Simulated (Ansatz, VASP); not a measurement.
Two plane-wave programs on Ta

```
Ta
1.0
     0.00000    2.89987    2.89987
     2.89987    0.00000    2.89987
     2.89987    2.89987    0.00000
Ta
2
Direct
  0.12500 0.12500 0.12500
  0.87500 0.87500 0.87500
```

Alike in both runs: task relaxation of cell and atoms; functional RPBE; k mesh 9 × 9 × 9; occupations fermi-dirac, width 0.1 eV; no spin polarisation.

|  | VASP | Ansatz |
| --- | --- | --- |
| version | VASP 6.6.1 | Ansatz 0.2.0 |
| potentials or method | VASP PAW PBE potentials, release 64 (Ta_pv), cutoff 600 eV | plane waves (420 eV) with PAW, scalar-relativistic |
| valence electrons in the cell | 22 | 26 |

VASP gave:

- relaxed volume (Å³/atom): 29.24
- relaxed cell length with the largest relative difference (Å): 4.357

Question: What did Ansatz give for the same quantities?

Answer: Relaxed volume (Å³/atom): 29.25; relaxed cell length with the largest relative difference (Å): 4.357.

VASP's potentials were made for PBE, not for RPBE. VASP's potentials hold 22 valence electrons a cell and Ansatz's 26, so a difference there can come from the potentials and not from the codes.

Neither program's run includes spin-orbit coupling. Noted on VASP's run: the volume moved by over 15 % at a fixed basis, so the end points are rough.
